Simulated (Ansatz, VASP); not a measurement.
## Two plane-wave programs on BAs

File POSCAR:

```
BAs
1.0
    0.0000000000      2.1884877912      2.8450341286
    2.1884877912      0.0000000000      2.8450341286
    2.1884877912      2.1884877912      0.0000000000
B As
1 1
Direct
    0.0000000000      0.0000000000      0.0000000000
    0.7500000000      0.7500000000      0.7500000000
```

File INCAR.step1:

```
SYSTEM = BAs
PREC = Accurate
ENCUT = 520
ISMEAR = 0
SIGMA = 0.05
LREAL = .FALSE.
LASPH = .TRUE.
NELM = 100
NBANDS = 11
GGA = PE
ALGO = Normal
EDIFF = 1E-4
LWAVE = .TRUE.
LCHARG = .FALSE.
```

The input INCAR.step2:

```
SYSTEM = BAs
PREC = Accurate
ENCUT = 520
EDIFF = 1E-6
ISMEAR = 0
SIGMA = 0.05
LREAL = .FALSE.
LASPH = .TRUE.
NELM = 100
ALGO = Normal
ISIF = 2
LWAVE = .FALSE.
LCHARG = .FALSE.
METAGGA = R2SCAN
LMIXTAU = .TRUE.
NBANDS = 11
ISTART = 1
```

File KPOINTS:

```
regular mesh
0
G
  12 12 12
  0 0 0
```

Input for Ansatz:

```yaml
crystal:
  lattice:
    - [0.0, 2.1884877912, 2.8450341286]
    - [2.1884877912, 0.0, 2.8450341286]
    - [2.1884877912, 2.1884877912, 0.0]
  atoms:
    - { symbol: B, position: [0.0, 0.0, 0.0] }
    - { symbol: As, position: [0.75, 0.75, 0.75] }
basis:
  ecutwfc: 500
kpoints:
  mp_grid: { grid: [12, 12, 12] }
hamiltonian:
  xc: r2scan
scf:
  occupations: { method: gaussian, width: 0.05 }
output:
  forces: true
  stress: true
  eigenvalues: true
```

Alike in both runs: task single point; functional r2SCAN; k mesh 12 × 12 × 12; occupations gaussian, width 0.05 eV; no spin polarisation.

|  | VASP | Ansatz |
| --- | --- | --- |
| version | VASP 6.6.1 | Ansatz 0.2.0 |
| potentials or method | VASP PAW PBE potentials, release 64 (B, As), cutoff 520 eV | scalar-relativistic, plane waves, PAW |
| valence electrons in the cell | 8 | 18 |

|  | VASP | Ansatz | Ansatz less VASP |
| --- | --- | --- | --- |
| gap on the k mesh at the Fermi level (eV) | none | none | - |
| pressure (GPa) | 1.8 | 1.6 | -0.19 |
| traceless stress, the component that is largest in VASP (GPa) | -50.05 | -50.09 | -0.038 |

VASP's potentials were made for PBE, not for r2SCAN. A gap of «none» marks a metal or a gap that the smearing closes. The functional is the same, so the differences come from potentials, cutoffs and numerics. VASP's potentials hold 8 valence electrons a cell and Ansatz's 18, so a difference there can come from the potentials and not from the codes.
